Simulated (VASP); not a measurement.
Input of a VASP 6.6.1 run:

The input INCAR:

```
SYSTEM = ZnS
  PREC = Accurate
  ENCUT = 520
  EDIFF = 1E-6
  ISMEAR = -1
  SIGMA = 0.02
  LREAL = .FALSE.
  LASPH = .TRUE.
  NELM = 80
  ALGO = Normal
  ISIF = 2
  LWAVE = .FALSE.
  LCHARG = .TRUE.
  GGA = PE
  LELF = .TRUE.
  LVHAR = .TRUE.
  NBANDS = 16
```

The input KPOINTS:

```
regular mesh
0
G
  8 8 8
  0 0 0
```

POSCAR

```
ZnS
1.0
    0.0000000000      2.7749084084      2.5952488122
    2.7749084084      0.0000000000      2.5952488122
    2.7749084084      2.7749084084      0.0000000000
Zn S
1 1
Direct
    0.0000000000      0.0000000000      0.0000000000
    0.2500000000      0.2500000000      0.2500000000
```

Potentials or basis: VASP PAW PBE potentials, release 64 (Zn, S).

Run with:

```sh
$ cat potpaw_PBE.64/Zn/POTCAR potpaw_PBE.64/S/POTCAR > POTCAR
$ mpirun -np 1 vasp_std > vasp.out
```

(1) What does it give for the pressure?

(2) What does it give for the band gap on the k mesh?

Results:

(1) 0.7 GPa.

(2) 1.91 eV, direct.

Caveat: the cell differs from its parent crystal (epitaxial xy strain +3.0%).
